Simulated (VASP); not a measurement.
A run of VASP 6.6.1 is set up as follows.

INCAR

```
SYSTEM = Cs
  ALGO = Normal
  EDIFF = 1E-8
  ENCUT = 520
  GGA = PS
  ISIF = 2
  ISMEAR = -1
  LASPH = .True.
  LCHARG = .False.
  LEFG = .True.
  LREAL = .False.
  LWAVE = .False.
  NBANDS = 10
  NELM = 60
  PREC = Accurate
  SIGMA = 0.03
```

Contents of KPOINTS:

```
k-points
0
Gamma
  9 9 9
  0 0 0
```

The input POSCAR:

```
Cs
1.0
   -3.1284650614      3.1284650614      3.1284650614
    3.1284650614     -3.1284650614      3.1284650614
    3.1284650614      3.1284650614     -3.1284650614
Cs
1
Direct
    0.0000000000      0.0000000000      0.0000000000
```

Potentials or basis: VASP PAW PBE potentials, release 64 (Cs_sv).

The run is started by

```bash
$ cat potpaw_PBE.64/Cs_sv/POTCAR > POTCAR
$ mpirun -np 1 vasp_std > vasp.out
```

(1) Estimate the band gap on the k mesh.

(2) Estimate the pressure.

Answers

(1) zero (an odd number of electrons rules out a gap without spin polarisation).

(2) -0.2 GPa.

Caveat: the PAW data sets were made with another functional, which shifts forces and pressure a little; spin-orbit coupling is left out, which moves the levels of the heavy elements.
